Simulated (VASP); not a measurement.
# CuAu (Tetraauricupride) (P4/mmm) in VASP: further runs

Runs on CuAu (Tetraauricupride). Level: PBE+D3(BJ). Tasks: single point, relaxation of cell and atoms.

Everything below comes from runs of VASP 6.6.1. Logs are shortened: lines on timing, memory, paths and dates and some standing lists are left out, and cuts for length are marked.

## (1) The cell of the first run

The structure is tetragonal, space group P4/mmm (No. 123). The conventional cell has a = 2.831 Å, b = 2.831 Å, c = 3.577 Å, α = 90.00°, β = 90.00°, γ = 90.00°. Within 3.5 Å of Cu (site symmetry 4/mmm) lie 8 Au at 2.68 Å and 4 Cu at 2.83 Å. Within 3.5 Å of Au (site symmetry 4/mmm) lie 8 Cu at 2.68 Å and 4 Au at 2.83 Å.

## (2) Single point, PBE+D3(BJ)

Input file INCAR:

```
SYSTEM = CuAu
  ALGO = Normal
  EDIFF = 1E-6
  ENCUT = 520
  GGA = PE
  ISIF = 2
  ISMEAR = 0
  IVDW = 12
  LASPH = .TRUE.
  LCHARG = .FALSE.
  LREAL = .FALSE.
  LWAVE = .FALSE.
  NBANDS = 18
  NELM = 100
  PREC = Accurate
  SIGMA = 0.1
```

Input file KPOINTS:

```
k-points
0
G
  16 16 12
  0 0 0
```

Input file POSCAR:

```
CuAu
1.0
    2.8310436790      0.0000000000      0.0000000000
    0.0000000000      2.8310436790      0.0000000000
    0.0000000000      0.0000000000      3.5765130577
Cu Au
1 1
Direct
    0.5000000000      0.5000000000      0.5000000000
    0.0000000000      0.0000000000      0.0000000000
```

Potentials or basis: VASP PAW PBE potentials, release 64 (Cu, Au).

The run is started by

```sh
cat potpaw_PBE.64/Cu/POTCAR potpaw_PBE.64/Au/POTCAR > POTCAR
mpirun -np 1 vasp_std > vasp.out
```

OUTCAR:

```text
SYSTEM = CuAu
   EDIFF = 1E-6
   ENCUT = 520
   GGA = PE
   ISIF = 2
   ISMEAR = 0
   IVDW = 12
   LASPH = .TRUE.
   LREAL = .FALSE.
   NELM = 100
   PREC = Accurate
 IVDW          = 12

 ion  position               nearest neighbor table
   1  0.500  0.500  0.500-   2 2.68   2 2.68   2 2.68   2 2.68   2 2.68   2 2.68   2 2.68   2 2.68

   2  0.000  0.000  0.000-   1 2.68   1 2.68   1 2.68   1 2.68   1 2.68   1 2.68   1 2.68   1 2.68

  LATTYP: Found a simple tetragonal cell.
 ALAT       =     2.8310436790
 C/A-ratio  =     1.2633196316

  Lattice vectors:

 A1 = (   2.8310436790,   0.0000000000,   0.0000000000)
 A2 = (   0.0000000000,   2.8310436790,   0.0000000000)
 A3 = (   0.0000000000,   0.0000000000,   3.5765130577)

Analysis of symmetry for initial positions (statically):
=====================================================================
 Subroutine PRICEL returns:
 Original cell was already a primitive cell.

 Routine SETGRP: Setting up the symmetry group for a
 simple tetragonal supercell.

 Subroutine GETGRP returns: Found 16 space group operations
 (whereof 16 operations were pure point group operations)
 out of a pool of 16 trial point group operations.

The static configuration has the point symmetry D_4h.

Analysis of symmetry for dynamics (positions and initial velocities):
=====================================================================
 Subroutine PRICEL returns:
 Original cell was already a primitive cell.

 Routine SETGRP: Setting up the symmetry group for a
 simple tetragonal supercell.

 Subroutine GETGRP returns: Found 16 space group operations
 (whereof 16 operations were pure point group operations)
 out of a pool of 16 trial point group operations.

The dynamic configuration has the point symmetry D_4h.

 Subroutine INISYM returns: Found 16 space group operations
 (whereof 16 operations are pure point group operations),
 and found     1 'primitive' translations

----------------------------------------------------------------------------------------

                                     Primitive cell

  volume of cell :      28.6651

  direct lattice vectors                    reciprocal lattice vectors
     2.831043679  0.000000000  0.000000000     0.353226624  0.000000000  0.000000000
     0.000000000  2.831043679  0.000000000     0.000000000  0.353226624  0.000000000
     0.000000000  0.000000000  3.576513058     0.000000000  0.000000000  0.279601943

  length of vectors
     2.831043679  2.831043679  3.576513058     0.353226624  0.353226624  0.279601943

  position of ions in fractional coordinates (direct lattice)
     0.500000000  0.500000000  0.500000000
     0.000000000  0.000000000  0.000000000

  ion indices of the primitive-cell ions
   primitive index   ion index
                 1           1
                 2           2

----------------------------------------------------------------------------------------

 KPOINTS: k-points

Automatic generation of k-mesh.
 Grid dimensions read from file:
 generate k-points for:   16   16   12

 Generating k-lattice:

  Cartesian coordinates                     Fractional coordinates (reciprocal lattice)
     0.022076664  0.000000000  0.000000000     0.062500000  0.000000000  0.000000000
     0.000000000  0.022076664  0.000000000     0.000000000  0.062500000  0.000000000
     0.000000000  0.000000000  0.023300162     0.000000000  0.000000000  0.083333333

  Length of vectors
     0.022076664  0.022076664  0.023300162

  Shift w.r.t. Gamma in fractional coordinates (k-lattice)
     0.000000000  0.000000000  0.000000000

 Subroutine IBZKPT returns following result:
 ===========================================

 Found    315 irreducible k-points:

 Following reciprocal coordinates:
            Coordinates               Weight
  0.000000  0.000000  0.000000      1.000000
  0.062500  0.000000  0.000000      4.000000
  0.125000  0.000000  0.000000      4.000000
  0.187500  0.000000  0.000000      4.000000
  0.250000  0.000000  0.000000      4.000000
  0.312500  0.000000  0.000000      4.000000
[... 16 lines left out ...]
  0.437500  0.125000  0.000000      8.000000
  0.500000  0.125000  0.000000      4.000000
 [... further k-points ...]
   k-points           NKPTS =    315   k-points in BZ     NKDIM =    315   number of bands    NBANDS=     18
   number of dos      NEDOS =    301   number of ions     NIONS =      2
   total plane-waves  NPLWV =  16128
   dimension x,y,z NGX =    24 NGY =   24 NGZ =   28
   dimension x,y,z NGXF=    48 NGYF=   48 NGZF=   56
   ions per type =               1   1
   NGX,Y,Z   is equivalent  to a cutoff of  14.09, 14.09, 13.02 a.u.
   NGXF,Y,Z  is equivalent  to a cutoff of  28.19, 28.19, 26.03 a.u.
 SYSTEM =  CuAu
   PREC   = accura    normal or accurate (medium, high low for compatibility)
   ISTART =      0    job   : 0-new  1-cont  2-samecut
   ICHARG =      2    charge: 1-file 2-atom 10-const
   ISPIN  =      1    spin polarized calculation?
   LNONCOLLINEAR =      F non collinear calculations
   LSORBIT =      F    spin-orbit coupling
   LASPH  =      T    aspherical Exc in radial PAW
   ENCUT  =  520.0 eV  38.22 Ry    6.18 a.u.   5.26  5.26  6.65*2*pi/ulx,y,z
   NELM   =    100;   NELMIN=  2; NELMDL= -5     # of ELM steps
   EDIFF  = 0.1E-05   stopping-criterion for ELM
   LREAL  =      F    real-space projection
   EDIFFG = 0.1E-04   stopping-criterion for IOM
   NSW    =      0    number of steps for IOM
   IBRION =     -1    ionic relax: 0-MD 1-quasi-New 2-CG
   NFREE  =      0    steps in history (QN), initial steepest desc. (CG)
   ISIF   =      2    stress and relaxation
   ISYM   =      2    0-nonsym 1-usesym 2-fastsym
   POTIM  = 0.5000    time-step for ionic-motion
   TEBEG  =    0.0;   TEEND  =   0.0 temperature during run
   PSTRESS=    0.0 pullay stress
   NELECT =      22.0000    total number of electrons
   NUPDOWN=      -1.0000    fix difference up-down
   EMIN   =  10.00;   EMAX   =-10.00  energy-range for DOS
   EFERMI =   0.00;   METHOD = LEGACY
   ISMEAR =     0;   SIGMA  =   0.10  broadening in eV -4-tet -1-fermi 0-gaus
   EFERMI_NEDOS =   21; number of points for ismear=-14 and -15
   IALGO  =     38    algorithm
   IMIX   =      4    mixing-type and parameters
     AMIX     =   0.40;   BMIX     =  1.00
     AMIX_MAG =   1.60;   BMIX_MAG =  1.00
  volume/ion in A,a.u.               =      14.33        96.72
  Fermi-wavevector in a.u.,A,eV,Ry     =   1.498873  2.832459 30.567111  2.246619
  Thomas-Fermi vector in A             =   2.610576
   LORBIT       =      0    0 simple, 1 ext, 2 COOP (PROOUT), +10 PAW based schemes
   GGA     = PE    functional components
   LHFCALC =     F    Hartree Fock is set to
   AEXX    =    0.0000 exact exchange contribution
   IVDW    =    12    specifies the selected vdW correction
   LEPSILON=     F    determine dielectric tensor
   LRPA    =     F    only Hartree local field effects (RPA)
 non-spin polarized calculation
 Gauss-broadening in eV      SIGMA  =   0.10
  energy-cutoff  :      520.00
  volume of cell :       28.67
 maximum number of plane-waves:       797
 NGX is ok and might be reduce to    24
   NGX = 11   NGY = 11   NGZ = 13

 number of electron      21.9999984 magnetization

 Free energy of the ion-electron system (eV)
  ---------------------------------------------------
  ext. energy  EPLUGINS =         0.00000000
  ---------------------------------------------------
  free energy    TOTEN  =        -7.03742340 eV

  energy without entropy =       -7.03435808  energy(sigma->0) =       -7.03589074

 E-fermi :   8.9891     XC(G=0): -12.7563

 val. band max:        8.9687576797   @ k =   0.3750   0.3750   0.2500
 cond. band min:       8.9926045133   @ k =   0.4375   0.0625   0.4167
 fundamental gap:      0.0238468336
 Fermi energy:         8.9891327906

 k-point     1 :       0.0000    0.0000    0.0000
  band No.  band energies     occupation
      1      -0.9410      2.00000
      2       2.3191      2.00000
      3       2.4473      2.00000
      4       4.7948      2.00000
      5       4.7948      2.00000
      6       5.7867      2.00000
[... 10 lines left out ...]
     17      25.5103      0.00000
     18      26.5367      0.00000

 k-point     2 :       0.0625    0.0000    0.0000
  band No.  band energies     occupation
      1      -0.8509      2.00000
      2       2.3654      2.00000
      3       2.4957      2.00000
      4       4.7469      2.00000
      5       4.8166      2.00000
      6       5.7511      2.00000
[... 10 lines left out ...]
     17      26.2280      0.00000
     18      26.5852      0.00000

 k-point     3 :       0.1250    0.0000    0.0000
  band No.  band energies     occupation
      1      -0.5868      2.00000
      2       2.4740      2.00000
      3       2.6644      2.00000
      4       4.6074      2.00000
      5       4.8808      2.00000
      6       5.6476      2.00000
[... 10 lines left out ...]
     17      26.6414      0.00000
     18      27.9621      0.00000

 k-point     4 :       0.1875    0.0000    0.0000
  band No.  band energies     occupation
      1      -0.1677      2.00000
      2       2.6154      2.00000
      3       2.9595      2.00000
      4       4.3926      2.00000
      5       4.9835      2.00000
      6       5.4879      2.00000
[... 375 lines left out ...]
      4       3.7450      2.00000
      5       4.8077      2.00000
      6       5.0896      2.00000
[... 10 lines left out ...]
     17      23.0053      0.00000
     18      24.9455      0.00000

 k-point    23 :       0.4375    0.1250    0.0000
  band No.  band energies     occupation
      1       2.3557      2.00000
      2       3.4665      2.00000
      3       3.5263      2.00000
      4       3.6265      2.00000
      5       4.7992      2.00000
      6       5.2670      2.00000
[... 10 lines left out ...]
     17      22.3263      0.00000
     18      24.0354      0.00000

 k-point    24 :       0.5000    0.1250    0.0000
  band No.  band energies     occupation
      1       2.5612      2.00000
      2       3.4177      2.00000
      3       3.5301      2.00000
      4       3.5858      2.00000
      5       4.7954      2.00000
      6       5.3333      2.00000
[... 10 lines left out ...]
     17      22.1936      0.00000
     18      23.6636      0.00000

 [... further k-points ...]

------------------------ aborting loop because EDIFF is reached ----------------------------------------

 Edisp (eV)   -1.24523

 E8    (eV) :    -0.5484

  FORCE on cell =-STRESS in cart. coord.  units (eV):
  Direction    XX          YY          ZZ          XY          YZ          ZX
  --------------------------------------------------------------------------------------
  -------------------------------------------------------------------------------------
  Total      -0.02259    -0.02259    -0.00958     0.00000     0.00000     0.00000
  in kB      -1.26288    -1.26288    -0.53559     0.00000     0.00000     0.00000
  external pressure =       -1.02 kB  Pullay stress =        0.00 kB

 VOLUME and BASIS-vectors are now :
 -----------------------------------------------------------------------------
  energy-cutoff  :      520.00
  volume of cell :       28.67
      direct lattice vectors                 reciprocal lattice vectors
     2.831043679  0.000000000  0.000000000     0.353226624  0.000000000  0.000000000
     0.000000000  2.831043679  0.000000000     0.000000000  0.353226624  0.000000000
     0.000000000  0.000000000  3.576513058     0.000000000  0.000000000  0.279601943

 POSITION                                       TOTAL-FORCE (eV/Angst)
 -----------------------------------------------------------------------------------
      1.41552      1.41552      1.78826         0.000000      0.000000      0.000000
      0.00000      0.00000      0.00000         0.000000      0.000000      0.000000
 -----------------------------------------------------------------------------------
    total drift:                                0.000000      0.000000     -0.000000

  FREE ENERGIE OF THE ION-ELECTRON SYSTEM (eV)
  ---------------------------------------------------
  free  energy   TOTEN  =        -8.2826487780 eV

  energy  without entropy=       -8.2795834573  energy(sigma->0) =       -8.28111612
```

Wall time 49 s (1 thread of Intel Xeon 6975P-C (Granite Rapids), shared host); peak memory 0.3 GiB.

What came out:

- Free energy: -8.2826 eV
- Pressure: -0.1 GPa
- Band gap on the k mesh: zero (band 11 reaches 14.22 eV, above the bottom of band 12 at 6.89 eV)
- Dispersion energy per atom: -0.623 eV

Levels at points of the mesh, in eV from the Fermi level:
```
           k point  band 9  band 10  band 11  band 12  band 13  band 14
(0.00, 0.00, 0.00)   -1.75    -1.52    -1.52     2.61     8.84     9.60
(0.50, 0.00, 0.00)   -2.52    -2.31    -1.02    -0.35     9.91     9.97
(0.50, 0.50, 0.00)   -1.39    -1.39     0.39     0.39     4.87     6.74
(0.00, 0.00, 0.50)   -2.46    -2.46    -2.35    -2.10    14.12    14.45
(0.50, 0.00, 0.50)   -1.61    -1.56    -1.11    -1.10     2.67     4.57
(0.50, 0.50, 0.50)   -1.80    -1.76     5.23     5.51     5.51     5.98
```

Caveat: spin-orbit coupling is left out, which moves the levels of the heavy elements; pairwise dispersion overbinds metals, which lowers pressure and volume.

## (3) Relaxation of cell and atoms, PBE+D3(BJ)

This run uses another cell than the first one, of 15.01 Å³/atom, 1.047 times its volume.

Input file INCAR:

```
PREC = Accurate ; ENCUT = 600
EDIFF = 1E-7 ; ISMEAR = 0
SIGMA = 0.1 ; LREAL = False
LASPH = True ; NELM = 100
ALGO = Normal ; ISIF = 3
LWAVE = False ; LCHARG = False
GGA = PE ; IVDW = 12
IBRION = 2 ; NSW = 70
EDIFFG = -0.005
```

Input file KPOINTS:

```
regular mesh
0
Gamma
  16 16 12
```

Input file POSCAR:

```
CuAu
1.0
    2.8712762975      0.0000000000      0.0000000000
    0.0000000000      2.8712762975      0.0000000000
    0.0000000000      0.0000000000      3.6404327320
Cu Au
1 1
Direct
    0.5000000000      0.5000000000      0.5000000000
    0.0000000000      0.0000000000      0.0000000000
```

Potentials or basis: VASP PAW PBE potentials, release 64 (Cu, Au).

The run is started by

```sh
cat potpaw_PBE.64/Cu/POTCAR potpaw_PBE.64/Au/POTCAR > POTCAR
mpirun -np 1 vasp_std > vasp.out
```

It took 3.4 min on 1 thread of Intel Xeon 6975P-C (Granite Rapids), shared host; peak memory 0.34 GiB.

The run converged. Its results:

- Free energy: -8.2830 eV
- Relaxed volume: 14.34 Å³/atom
- Relaxed cell: a = 2.828 Å, b = 2.828 Å, c = 3.586 Å, α = 90.00°, β = 90.00°, γ = 90.00°
- Space group after relaxing (to 0.05 Å): P4/mmm (No. 123)
- Energy gained by relaxing: 14.2 meV/atom
- Ionic steps: 6
- Pressure after relaxing: 0.0 GPa
- Band gap on the k mesh: zero (band 11 reaches 14.22 eV, above the bottom of band 12 at 6.88 eV)
- Dispersion energy per atom: -0.622 eV

Stress tensor (GPa, compression positive):
```
 0.05  0.00  0.00
 0.00  0.05  0.00
 0.00  0.00 -0.05
```

The path:
| step | energy change (eV) | largest force (eV/Å) | pressure (GPa) | volume (Å³) |
| --- | --- | --- | --- | --- |
| 1 | 0.0000 | 0.0000 | -6.49 | 30.01 |
| 2 | 0.0013 | 0.0000 | 8.09 | 27.45 |
| 3 | -0.0284 | 0.0000 | -0.03 | 28.69 |
| 4 | -0.0284 | 0.0000 | 0.10 | 28.67 |
| 5 | -0.0284 | 0.0000 | -0.07 | 28.70 |
| 6 | -0.0284 | 0.0000 | 0.01 | 28.69 |

Final structure:
```yaml
crystal:
  lattice:
    - [2.82835, 0.00000, 0.00000]
    - [0.00000, 2.82835, 0.00000]
    - [0.00000, 0.00000, 3.58602]
  atoms:
    - { symbol: Cu, position: [0.50000, 0.50000, 0.50000] }
    - { symbol: Au, position: [0.00000, 0.00000, 0.00000] }
```

Levels at points of the mesh, in eV from the Fermi level:
```
           k point  band 9  band 10  band 11  band 12  band 13  band 14
(0.00, 0.00, 0.00)   -1.75    -1.52    -1.52     2.55     8.76     9.64
(0.50, 0.00, 0.00)   -2.52    -2.30    -1.01    -0.33     9.86     9.92
(0.50, 0.50, 0.00)   -1.39    -1.39     0.41     0.41     4.89     6.75
(0.00, 0.00, 0.50)   -2.45    -2.45    -2.35    -2.10    14.14    14.46
(0.50, 0.00, 0.50)   -1.62    -1.56    -1.11    -1.11     2.67     4.55
(0.50, 0.50, 0.50)   -1.79    -1.75     5.24     5.51     5.51     6.00
```

Caveat: spin-orbit coupling is left out, which moves the levels of the heavy elements; pairwise dispersion overbinds metals, which lowers pressure and volume.
